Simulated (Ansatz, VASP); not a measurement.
Two plane-wave programs on Li2Sn

```
CELL_PARAMETERS angstrom
3.25508 0.00000 0.00000
-1.62754 2.81898 0.00000
0.00000 0.00000 7.18172
ATOMIC_POSITIONS crystal
Li 0.33333 0.66667 0.81691
Li 0.66667 0.33333 0.18309
Sn 0.00000 0.00000 0.50000
```

Alike in both runs: task relaxation of cell and atoms; functional PBE; k mesh 18 × 18 × 8; occupations gaussian, width 0.1 eV; no spin polarisation.

|  | VASP | Ansatz |
| --- | --- | --- |
| version | VASP 6.6.1 | Ansatz 0.2.0 |
| potentials or method | VASP PAW PBE potentials, release 64 (Li_sv, Sn_d), cutoff 600 eV | scalar-relativistic, plane waves, PAW |
| valence electrons in the cell | 20 | 20 |

|  | VASP | Ansatz | Ansatz less VASP |
| --- | --- | --- | --- |
| gap on the k mesh at the Fermi level, each at its own relaxed structure (eV) | none | none | - |
| relaxed volume (Å³/atom) | 21.97 | 21.97 | 0.000 |
| relaxed cell length with the largest relative difference (Å) | 3.255 | 3.255 | 0.0000 |

A gap of «none» marks a metal or a gap that the smearing closes.

Noted on VASP's run: the cutoff is short for stress, so the pressure is rough; the relaxation stopped at its first step, so nothing moved.
